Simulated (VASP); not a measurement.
A run of VASP 6.6.1 is set up as follows.

The input POSCAR:

```
GeS
1.0
   11.2058526273      0.0000000000      0.0000000000
    0.0000000000      3.5776209462      0.0000000000
    0.0000000000      0.0000000000      4.6742709963
Ge S
4 4
Direct
    0.1329278241      0.2500000000      0.1428523178
    0.3670721759      0.7500000000      0.6428523178
    0.6329278241      0.2500000000      0.3571476822
    0.8670721759      0.7500000000      0.8571476822
    0.8407387519      0.2500000000      0.5143022988
    0.6592612481      0.7500000000      0.0143022988
    0.3407387519      0.2500000000      0.9856977012
    0.1592612481      0.7500000000      0.4856977012
```

Contents of INCAR.step1:

```
SYSTEM = GeS
PREC = Accurate
ENCUT = 550
ISMEAR = 0
SIGMA = 0.02
LREAL = .FALSE.
LASPH = .TRUE.
NELM = 120
NBANDS = 50
GGA = PE
ALGO = Normal
EDIFF = 1E-5
LWAVE = .TRUE.
LCHARG = .FALSE.
GGA_COMPAT = .FALSE.
```

Contents of INCAR.step2:

```
SYSTEM = GeS
PREC = Accurate
ENCUT = 550
EDIFF = 1E-6
ISMEAR = 0
SIGMA = 0.02
LREAL = .FALSE.
LASPH = .TRUE.
NELM = 120
ALGO = Normal
ISIF = 2
LWAVE = .FALSE.
LCHARG = .FALSE.
METAGGA = R2SCAN
LMIXTAU = .TRUE.
NBANDS = 50
ISTART = 1
GGA_COMPAT = .FALSE.
```

File KPOINTS:

```
regular mesh
0
G
  4 8 6
  0 0 0
```

Potentials or basis: VASP PAW PBE potentials, release 64 (Ge_d, S).

Run with:

```sh
$ cat potpaw_PBE.64/Ge_d/POTCAR potpaw_PBE.64/S/POTCAR > POTCAR
$ cp INCAR.step1 INCAR
$ mpirun -np 1 vasp_std > vasp.out
$ cp INCAR.step2 INCAR
$ mpirun -np 1 vasp_std > vasp.out
```

(1) Estimate the pressure.

(2) What does it give for the largest force?

(3) Predict the band gap on the k mesh.

Answers

(1) -0.8 GPa.

(2) 0.004 eV/Å.

(3) 1.42 eV.

Caveat: the PAW data sets were made with another functional, which shifts forces and pressure a little.
